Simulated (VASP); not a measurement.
# TiAl (P-6m2) in VASP: a series of runs, part 2 of 2

VASP 6.6.1. Earlier steps stand in the parts before.

### 3 Single point, LDA, collinear spin, ferromagnetic start

This run uses another cell than the first one, of 14.46 Å³/atom, 0.920 times its volume.

INCAR

```
  ALGO = Normal
  EDIFF = 1E-6
  ENCUT = 520
  GGA = CA
  ISIF = 2
  ISMEAR = 0
  ISPIN = 2
  LASPH = T
  LCHARG = F
  LMAXMIX = 4
  LORBIT = 11
  LREAL = F
  LWAVE = F
  MAGMOM = 0.25 0
  NBANDS = 18
  NELM = 150
  NUPDOWN = 0.25
  PREC = Accurate
  SIGMA = 0.15
```

KPOINTS

```
k-points
0
Gamma
  21 21 12
```

POSCAR

```
TiAl
1.0
    2.7349265319      0.0000000000      0.0000000000
   -1.3674632659      2.3685158541      0.0000000000
    0.0000000000      0.0000000000      4.4642272374
Ti Al
1 1
Direct
    0.0000000000      0.0000000000      0.0000000000
    0.3333333333      0.6666666667      0.5000000000
```

Potentials or basis: VASP PAW LDA potentials, release 64 (Ti_sv, Al).

Command:

```console
$ cat potpaw_LDA.64/Ti_sv/POTCAR potpaw_LDA.64/Al/POTCAR > POTCAR
$ mpirun -np 1 vasp_std > vasp.out
```

OUTCAR:

```text
EDIFF = 1E-6
   ENCUT = 520
   GGA = CA
   ISIF = 2
   ISMEAR = 0
   ISPIN = 2
   LASPH = T
   LORBIT = 11
   LREAL = F
   NELM = 150
   NUPDOWN = 0.25
   PREC = Accurate

 ion  position               nearest neighbor table
   1  0.000  0.000  0.000-   2 2.73   2 2.73   2 2.73   2 2.73   2 2.73   2 2.73
   2  0.333  0.667  0.500-   1 2.73   1 2.73   1 2.73   1 2.73   1 2.73   1 2.73

  LATTYP: Found a hexagonal cell.
 ALAT       =     2.7349265319
 C/A-ratio  =     1.6323024349

  Lattice vectors:

 A1 = (   2.7349265319,   0.0000000000,   0.0000000000)
 A2 = (  -1.3674632659,   2.3685158541,   0.0000000000)
 A3 = (   0.0000000000,   0.0000000000,   4.4642272374)

Analysis of symmetry for initial positions (statically):
=====================================================================
 Subroutine PRICEL returns:
 Original cell was already a primitive cell.

 Routine SETGRP: Setting up the symmetry group for a
 hexagonal supercell.

 Subroutine GETGRP returns: Found 12 space group operations
 (whereof 12 operations were pure point group operations)
 out of a pool of 24 trial point group operations.

The static configuration has the point symmetry D_3h.

Analysis of symmetry for dynamics (positions and initial velocities):
=====================================================================
 Subroutine PRICEL returns:
 Original cell was already a primitive cell.

 Routine SETGRP: Setting up the symmetry group for a
 hexagonal supercell.

 Subroutine GETGRP returns: Found 12 space group operations
 (whereof 12 operations were pure point group operations)
 out of a pool of 24 trial point group operations.

The dynamic configuration has the point symmetry D_3h.

Analysis of structural, dynamic, and magnetic symmetry:
=====================================================================
 Subroutine PRICEL returns:
 Original cell was already a primitive cell.

 Routine SETGRP: Setting up the symmetry group for a
 hexagonal supercell.

 Subroutine GETGRP returns: Found 12 space group operations
 (whereof 12 operations were pure point group operations)
 out of a pool of 24 trial point group operations.

The overall configuration has the point symmetry D_3h.

 Subroutine INISYM returns: Found 12 space group operations
 (whereof 12 operations are pure point group operations),
 and found     1 'primitive' translations

----------------------------------------------------------------------------------------

                                     Primitive cell

  volume of cell :      28.9180

  direct lattice vectors                    reciprocal lattice vectors
     2.734926532  0.000000000  0.000000000     0.365640535  0.211102661  0.000000000
    -1.367463266  2.368515854  0.000000000     0.000000000  0.422205322  0.000000000
     0.000000000  0.000000000  4.464227237     0.000000000  0.000000000  0.224002934

  length of vectors
     2.734926532  2.734926532  4.464227237     0.422205322  0.422205322  0.224002934

  position of ions in fractional coordinates (direct lattice)
     0.000000000  0.000000000  0.000000000
[... 62 lines left out ...]
   total plane-waves  NPLWV =  14400
   dimension x,y,z NGX =    20 NGY =   20 NGZ =   36
   dimension x,y,z NGXF=    40 NGYF=   40 NGZF=   72
   ions per type =               1   1
   NGX,Y,Z   is equivalent  to a cutoff of  12.16, 12.16, 13.41 a.u.
   NGXF,Y,Z  is equivalent  to a cutoff of  24.31, 24.31, 26.81 a.u.
 SYSTEM =  unknown system
   PREC   = accura    normal or accurate (medium, high low for compatibility)
   ISTART =      0    job   : 0-new  1-cont  2-samecut
   ICHARG =      2    charge: 1-file 2-atom 10-const
   ISPIN  =      2    spin polarized calculation?
   LNONCOLLINEAR =      F non collinear calculations
   LSORBIT =      F    spin-orbit coupling
   LASPH  =      T    aspherical Exc in radial PAW
   ENCUT  =  520.0 eV  38.22 Ry    6.18 a.u.   5.09  5.09  8.30*2*pi/ulx,y,z
   NELM   =    150;   NELMIN=  2; NELMDL= -5     # of ELM steps
   EDIFF  = 0.1E-05   stopping-criterion for ELM
   LREAL  =      F    real-space projection
   EDIFFG = 0.1E-04   stopping-criterion for IOM
   NSW    =      0    number of steps for IOM
   IBRION =     -1    ionic relax: 0-MD 1-quasi-New 2-CG
   NFREE  =      0    steps in history (QN), initial steepest desc. (CG)
   ISIF   =      2    stress and relaxation
   ISYM   =      2    0-nonsym 1-usesym 2-fastsym
   POTIM  = 0.5000    time-step for ionic-motion
   TEBEG  =    0.0;   TEEND  =   0.0 temperature during run
   PSTRESS=    0.0 pullay stress
   NELECT =      15.0000    total number of electrons
   NUPDOWN=       0.2500    fix difference up-down
   EMIN   =  10.00;   EMAX   =-10.00  energy-range for DOS
   EFERMI =   0.00;   METHOD = LEGACY
   ISMEAR =     0;   SIGMA  =   0.15  broadening in eV -4-tet -1-fermi 0-gaus
   EFERMI_NEDOS =   21; number of points for ismear=-14 and -15
   IALGO  =     38    algorithm
   IMIX   =      4    mixing-type and parameters
     AMIX     =   0.40;   BMIX     =  1.00
     AMIX_MAG =   1.60;   BMIX_MAG =  1.00
  volume/ion in A,a.u.               =      14.46        97.57
  Fermi-wavevector in a.u.,A,eV,Ry     =   1.315374  2.485696 23.540910  1.730208
  Thomas-Fermi vector in A             =   2.445561
   LORBIT       =     11    0 simple, 1 ext, 2 COOP (PROOUT), +10 PAW based schemes
   GGA     = CA    functional components
   LHFCALC =     F    Hartree Fock is set to
   AEXX    =    0.0000 exact exchange contribution
   IVDW    =     0    specifies the selected vdW correction
   LEPSILON=     F    determine dielectric tensor
   LRPA    =     F    only Hartree local field effects (RPA)
 spin polarized calculation
 Gauss-broadening in eV      SIGMA  =   0.15
  energy-cutoff  :      520.00
  volume of cell :       28.92
 maximum number of plane-waves:       791
   NGX = 11   NGY = 11   NGZ = 17

 number of electron      14.9999998 magnetization       0.2500000

 Free energy of the ion-electron system (eV)
  ---------------------------------------------------
  ext. energy  EPLUGINS =         0.00000000
  ---------------------------------------------------
  free energy    TOTEN  =       -13.17046465 eV

  energy without entropy =      -13.14549300  energy(sigma->0) =      -13.15797883

 E-fermi :   9.1501     XC(G=0): -11.7719

 val. band max:        9.2402172161   @ k =   0.3333   0.2381   0.3333
 cond. band min:       9.1548215957   @ k =   0.2857   0.1429   0.3333
 fundamental gap:     -0.0853956204
 Fermi energy:         9.2411643586

 spin component 1

 k-point     1 :       0.0000    0.0000    0.0000
  band No.  band energies     occupation
      1     -46.4120      1.00000
      2     -23.1448      1.00000
      3     -22.5285      1.00000
      4     -22.5285      1.00000
      5      -0.4558      1.00000
      6       6.6530      1.00000
[... 493 lines left out ...]
     17      25.6007      0.00000
     18      27.1242      0.00000

 [... further k-points ...]

 spin component 2

 k-point     1 :       0.0000    0.0000    0.0000
  band No.  band energies     occupation
      1     -46.2998      1.00000
      2     -23.0416      1.00000
      3     -22.4127      1.00000
      4     -22.4127      1.00000
      5      -0.3828      1.00000
      6       6.7982      1.00000
[... 493 lines left out ...]
     17      25.6830      0.00000
     18      27.2232      0.00000

 [... further k-points ...]
[... 5 lines left out ...]
  --------------------------------------------------------------------------------------
  -------------------------------------------------------------------------------------
  Total        1.9908035      1.9908035      2.3148679      0.0000000     -0.0000000      0.0000000
  in kB      110.2987826    110.2987826    128.2532995      0.0000000     -0.0000000      0.0000000
  external PRESSURE =     116.2836216 kB  Pullay stress =       0.0000000 kB

 VOLUME and BASIS-vectors are now :
 -----------------------------------------------------------------------------
  energy-cutoff  :      520.00
  volume of cell :       28.92
      direct lattice vectors                 reciprocal lattice vectors
     2.734926532  0.000000000  0.000000000     0.365640535  0.211102661  0.000000000
    -1.367463266  2.368515854  0.000000000     0.000000000  0.422205322  0.000000000
     0.000000000  0.000000000  4.464227237     0.000000000  0.000000000  0.224002934

 POSITION                                       TOTAL-FORCE (eV/Angst)
 -----------------------------------------------------------------------------------
      0.00000      0.00000      0.00000         0.000000      0.000000      0.000000
     -0.00000      1.57901      2.23211        -0.000000     -0.000000      0.000000
 -----------------------------------------------------------------------------------
    total drift:                                0.000000     -0.000000      0.000000

  FREE ENERGIE OF THE ION-ELECTRON SYSTEM (eV)
  ---------------------------------------------------
  free  energy   TOTEN  =       -13.1704646549 eV

  energy  without entropy=      -13.1454930009  energy(sigma->0) =      -13.15797883

 total charge

# of ion       s       p       d       tot
------------------------------------------
    1        2.248   6.163   2.061  10.472
    2        0.446   0.436   0.000   0.882
--------------------------------------------------
tot          2.695   6.598   2.061  11.354

 magnetization (x)

# of ion       s       p       d       tot
------------------------------------------
    1        0.003   0.019   0.120   0.142
    2        0.002   0.008   0.000   0.010
--------------------------------------------------
tot          0.005   0.027   0.120   0.152
```

stdout:

```text
POSCAR found type information on POSCAR TiAl
 POSCAR found :  2 types and       2 ions
 scaLAPACK will be used
 LDA part: xc-table for (Slater(with rela. corr.)+CA(PZ))
 , standard interpolation
 POSCAR, INCAR and KPOINTS ok, starting setup
 FFT: planning ... GRIDC
 FFT: planning ... GRID_SOFT
 FFT: planning ... GRID
 WAVECAR not read
 entering main loop
```

Run time: 6.6 min. Hardware: 1 thread of Oxide Virtual Turin-like, shared host; peak memory 0.3 GiB.

What came out:

* Free energy: -13.1705 eV
* Pressure: 11.6 GPa
* Net moment: 0.25 μB per cell
* Site moments: Ti +0.14; Al +0.01 μB
* Valence electrons inside the program's atomic spheres: Ti 10.47; Al 0.88

Caveat: the total moment is fixed, so each spin has its own Fermi level.

### 4 Single point, LDA, collinear spin, ferromagnetic start

This run uses another cell than the first one, of 14.46 Å³/atom, 0.920 times its volume.

INCAR

```
PREC = Accurate
ENCUT = 520
EDIFF = 1E-6
ISMEAR = 0
SIGMA = 0.15
LREAL = F
LASPH = T
NELM = 150
ALGO = Normal
ISIF = 2
LWAVE = F
LCHARG = F
ISPIN = 2
MAGMOM = 0.5 0
LORBIT = 11
NUPDOWN = 0.5
LMAXMIX = 4
NBANDS = 18
```

KPOINTS

```
Automatic mesh
0
Gamma
  21 21 12
```

POSCAR is that of step 3.

Command:

```console
$ cat potpaw_LDA.64/Ti_sv/POTCAR potpaw_LDA.64/Al/POTCAR > POTCAR
$ mpirun -np 1 vasp_std > vasp.out
```

It took 5.9 min on 1 thread of Oxide Virtual Turin-like, shared host; peak memory 0.31 GiB.

Results (log left out):

| Item | Value |
| --- | --- |
| Free energy | -13.1517 eV |
| Pressure | 11.8 GPa |
| Net moment | 0.50 μB per cell |
| Site moments | Ti +0.29; Al +0.02 μB |
| Valence electrons inside the program's atomic spheres | Ti 10.47; Al 0.88 |

Stress tensor (GPa, compression positive):
```
11.63  0.00  0.00
 0.00 11.63  0.00
 0.00  0.00 12.23
```

Caveat: the total moment is fixed, so each spin has its own Fermi level.

### 5 Single point, LDA, collinear spin, ferromagnetic start

This run uses another cell than the first one, of 15.09 Å³/atom, 0.960 times its volume.

INCAR

```
SYSTEM = TiAl
PREC = Accurate
ENCUT = 520
EDIFF = 1E-6
ISMEAR = 0
SIGMA = 0.15
LREAL = .FALSE.
LASPH = .TRUE.
NELM = 150
ALGO = Normal
ISIF = 2
LWAVE = .FALSE.
LCHARG = .FALSE.
ISPIN = 2
MAGMOM = 0.125 0
LORBIT = 11
NUPDOWN = 0.125
LMAXMIX = 4
GGA = CA
NBANDS = 18
```

KPOINTS

```
Automatic mesh
0
G
  21 21 12
  0 0 0
```

POSCAR

```
TiAl
1.0
    2.7740235071      0.0000000000      0.0000000000
   -1.3870117535      2.4023748278      0.0000000000
    0.0000000000      0.0000000000      4.5280453252
Ti Al
1 1
Direct
    0.0000000000      0.0000000000      0.0000000000
    0.3333333333      0.6666666667      0.5000000000
```

Potentials or basis: VASP PAW LDA potentials, release 64 (Ti_sv, Al).

Command:

```console
$ cat potpaw_LDA.64/Ti_sv/POTCAR potpaw_LDA.64/Al/POTCAR > POTCAR
$ mpirun -np 1 vasp_std > vasp.out
```

OUTCAR:

```text
SYSTEM = TiAl
   PREC = Accurate
   ENCUT = 520
   EDIFF = 1E-6
   ISMEAR = 0
   LREAL = .FALSE.
   LASPH = .TRUE.
   NELM = 150
   ISIF = 2
   ISPIN = 2
   LORBIT = 11
   NUPDOWN = 0.125
   GGA = CA

 ion  position               nearest neighbor table
   1  0.000  0.000  0.000-   2 2.77   2 2.77   2 2.77   2 2.77   2 2.77   2 2.77
   2  0.333  0.667  0.500-   1 2.77   1 2.77   1 2.77   1 2.77   1 2.77   1 2.77

  LATTYP: Found a hexagonal cell.
 ALAT       =     2.7740235071
 C/A-ratio  =     1.6323024349

  Lattice vectors:

 A1 = (   2.7740235071,   0.0000000000,   0.0000000000)
 A2 = (  -1.3870117535,   2.4023748278,   0.0000000000)
 A3 = (   0.0000000000,   0.0000000000,   4.5280453252)

Analysis of symmetry for initial positions (statically):
=====================================================================
 Subroutine PRICEL returns:
 Original cell was already a primitive cell.

 Routine SETGRP: Setting up the symmetry group for a
 hexagonal supercell.

 Subroutine GETGRP returns: Found 12 space group operations
 (whereof 12 operations were pure point group operations)
 out of a pool of 24 trial point group operations.
[... 696 lines left out ...]
  band No.  band energies     occupation
      1     -46.8959      1.00000
      2     -23.6248      1.00000
      3     -23.0665      1.00000
      4     -23.0665      1.00000
      5      -0.6663      1.00000
      6       6.3312      1.00000
[... 493 lines left out ...]
     17      24.7735      0.00000
     18      26.1733      0.00000

 [... further k-points ...]
[... 5 lines left out ...]
  --------------------------------------------------------------------------------------
  -------------------------------------------------------------------------------------
  Total        0.9482941      0.9482941      1.1055999      0.0000000      0.0000000      0.0000000
  in kB       50.3491270     50.3491270     58.7011876      0.0000000      0.0000000      0.0000000
  external PRESSURE =      53.1331472 kB  Pullay stress =       0.0000000 kB

 VOLUME and BASIS-vectors are now :
 -----------------------------------------------------------------------------
  energy-cutoff  :      520.00
  volume of cell :       30.18
      direct lattice vectors                 reciprocal lattice vectors
     2.774023507  0.000000000  0.000000000     0.360487212  0.208127389  0.000000000
    -1.387011753  2.402374828  0.000000000     0.000000000  0.416254778  0.000000000
     0.000000000  0.000000000  4.528045325     0.000000000  0.000000000  0.220845846

 POSITION                                       TOTAL-FORCE (eV/Angst)
 -----------------------------------------------------------------------------------
      0.00000      0.00000      0.00000         0.000000      0.000000      0.000000
     -0.00000      1.60158      2.26402        -0.000000      0.000000      0.000000
 -----------------------------------------------------------------------------------
    total drift:                                0.000000     -0.000000      0.000000

  FREE ENERGIE OF THE ION-ELECTRON SYSTEM (eV)
  ---------------------------------------------------
  free  energy   TOTEN  =       -13.2404553397 eV

  energy  without entropy=      -13.2131193750  energy(sigma->0) =      -13.22678736

 total charge

# of ion       s       p       d       tot
------------------------------------------
    1        2.240   6.152   2.018  10.410
    2        0.443   0.418   0.000   0.861
--------------------------------------------------
tot          2.682   6.570   2.018  11.270

 magnetization (x)

# of ion       s       p       d       tot
------------------------------------------
    1        0.001   0.009   0.061   0.072
    2        0.001   0.004   0.000   0.004
--------------------------------------------------
tot          0.002   0.013   0.061   0.076
```

OSZICAR:

```text
N       E                     dE             d eps       ncg     rms          rms(c)
DAV:   1     0.107135791639E+03    0.10714E+03   -0.66409E+03 24240   0.852E+02
DAV:   2    -0.855129442495E+01   -0.11569E+03   -0.10966E+03 24742   0.252E+02
DAV:   3    -0.144386988071E+02   -0.58874E+01   -0.57697E+01 32168   0.555E+01
DAV:   4    -0.145935189615E+02   -0.15482E+00   -0.15429E+00 28904   0.809E+00
DAV:   5    -0.145980270322E+02   -0.45081E-02   -0.45073E-02 29116   0.133E+00    0.983E+00
DAV:   6    -0.134931356941E+02    0.11049E+01   -0.27425E+00 27922   0.222E+01    0.363E+00
DAV:   7    -0.132634634808E+02    0.22967E+00   -0.36958E-01 28268   0.726E+00    0.230E+00
DAV:   8    -0.132427525370E+02    0.20711E-01   -0.99218E-02 28856   0.309E+00    0.755E-01
DAV:   9    -0.132417308881E+02    0.10216E-02   -0.25726E-02 27732   0.220E+00    0.394E-01
DAV:  10    -0.132403983585E+02    0.13325E-02   -0.27602E-03 28794   0.644E-01    0.843E-02
DAV:  11    -0.132405036464E+02   -0.10529E-03   -0.61184E-04 31722   0.211E-01    0.787E-02
DAV:  12    -0.132404624665E+02    0.41180E-04   -0.58885E-05 27912   0.718E-02    0.252E-02
DAV:  13    -0.132404556759E+02    0.67906E-05   -0.11404E-05 27832   0.374E-02    0.454E-03
DAV:  14    -0.132404553397E+02    0.33615E-06   -0.10368E-06 21072   0.107E-02
   1 F= -.13240455E+02 E0= -.13226787E+02  d E =-.273360E-01  mag=     0.1250
```

stdout:

```text
POSCAR found type information on POSCAR TiAl
 POSCAR found :  2 types and       2 ions
 scaLAPACK will be used
 LDA part: xc-table for (Slater(with rela. corr.)+CA(PZ))
 , standard interpolation
 POSCAR, INCAR and KPOINTS ok, starting setup
 FFT: planning ... GRIDC
 FFT: planning ... GRID_SOFT
 FFT: planning ... GRID
 WAVECAR not read
 entering main loop
```

Wall time 8.7 min (1 thread of Oxide Virtual Turin-like, shared host); peak memory 0.33 GiB.

Results:

```yaml
Free_energy: -13.2405 eV
Pressure: 5.3 GPa
Net_moment: 0.12 μB per cell
Site_moments: Ti +0.07; Al +0.00 μB
Valence_electrons_inside_the_program's_atomic_spheres: Ti 10.41; Al 0.86
```

Stress tensor (GPa, compression positive):
```
5.03 0.00 0.00
0.00 5.03 0.00
0.00 0.00 5.87
```

Caveat: the total moment is fixed, so each spin has its own Fermi level.

### 6 Single point, LDA, collinear spin, ferromagnetic start

This run uses another cell than the first one, of 15.09 Å³/atom, 0.960 times its volume.

INCAR

```
PREC = Accurate
ENCUT = 520
EDIFF = 1E-6
ISMEAR = 0
SIGMA = 0.15
LREAL = False
LASPH = True
NELM = 150
ALGO = Normal
ISIF = 2
LWAVE = False
LCHARG = True
ISPIN = 2
MAGMOM = 0.625 0
LORBIT = 11
NUPDOWN = 0.625
LMAXMIX = 4
GGA = CA
LELF = True
LVHAR = True
NBANDS = 18
```

KPOINTS

```
regular mesh
0
Gamma
  21 21 12
```

POSCAR is that of step 5.

Potentials or basis: VASP PAW LDA potentials, release 64 (Ti_sv, Al).

Command:

```console
$ cat potpaw_LDA.64/Ti_sv/POTCAR potpaw_LDA.64/Al/POTCAR > POTCAR
$ mpirun -np 1 vasp_std > vasp.out
```

It took 8.8 min on 1 thread of Oxide Virtual Turin-like, shared host; peak memory 0.33 GiB.

The run converged. Its results:

```
Free energy                                           : -13.2046 eV
Pressure                                              : 5.6 GPa
Net moment                                            : 0.62 μB per cell
Site moments                                          : Ti +0.37; Al +0.02 μB
Valence electrons inside the program's atomic spheres : Ti 10.41; Al 0.86
```

Stress tensor (GPa, compression positive):
```
6.04 0.00 0.00
0.00 6.04 0.00
0.00 0.00 4.81
```

Caveat: the total moment is fixed, so each spin has its own Fermi level.

### 7 The runs side by side

| fixed moment (μB) | cell | pressure (GPa) | moment (μB) |
| --- | --- | --- | --- |
| 0.875 | a = 2.812, b = 2.812, c = 4.590 Å, angles 90.0, 90.0, 120.0°, 2 atoms | 0.8 | 0.88 |
| 0.25 | a = 2.735, b = 2.735, c = 4.464 Å, angles 90.0, 90.0, 120.0°, 2 atoms | 11.6 | 0.25 |
| 0.5 | a = 2.735, b = 2.735, c = 4.464 Å, angles 90.0, 90.0, 120.0°, 2 atoms | 11.8 | 0.50 |
| 0.125 | a = 2.774, b = 2.774, c = 4.528 Å, angles 90.0, 90.0, 120.0°, 2 atoms | 5.3 | 0.12 |
| 0.625 | a = 2.774, b = 2.774, c = 4.528 Å, angles 90.0, 90.0, 120.0°, 2 atoms | 5.6 | 0.62 |

Alike in all rows: task single point; level LDA; potentials or basis VASP PAW LDA potentials, release 64 (Ti_sv, Al); spin collinear, ferromagnetic start; k mesh 21 × 21 × 12; cutoff (eV) 520; smearing gaussian 0.15 eV.

Caveats: the total moment is fixed, so each spin has its own Fermi level.

Absolute energies hang on the potentials; compare differences alone.
